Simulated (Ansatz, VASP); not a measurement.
## SrCl2: VASP beside Ansatz

```
Sr Cl
1.0
     0.00000    3.48550    3.48550
     3.48550    0.00000    3.48550
     3.48550    3.48550    0.00000
Sr Cl
1 2
Direct
  0.97517 0.04253 0.95747
  0.28069 0.19744 0.30256
  0.78069 0.69744 0.80256
```

Change from the starting cell: mode 4 (130.3 1/cm) frozen in, largest displacement -0.300 Å.

Alike in both runs: task single point; functional PBEsol; k mesh 6 × 6 × 6; occupations gaussian, width 0.05 eV; no spin polarisation.

|  | VASP | Ansatz |
| --- | --- | --- |
| version | VASP 6.6.1 | Ansatz 0.2.0 |
| potentials or method | VASP PAW PBE potentials, release 64 (Sr_sv, Cl), cutoff 520 eV | scalar-relativistic, plane waves, PAW |
| valence electrons in the cell | 24 | 24 |

|  | VASP | Ansatz | Ansatz less VASP |
| --- | --- | --- | --- |
| gap on the k mesh at the Fermi level (eV) | 4.98 | 4.98 | +0.002 |
| least direct gap on the mesh (eV) | 5.36 | 5.35 | -0.008 |
| pressure (GPa) | 2.7 | 2.5 | -0.18 |
| traceless stress, the component that is largest in VASP (GPa) | -1.64 | -1.60 | +0.040 |
| rms of the force components (eV/Å) | 0.710 | 0.690 | -0.0195 |

VASP's potentials were made for PBE, not for PBEsol. Atom by atom the forces differ by 0.019 eV/Å (rms over components). With one functional, cell and mesh, what is left measures potentials, basis and numerics.
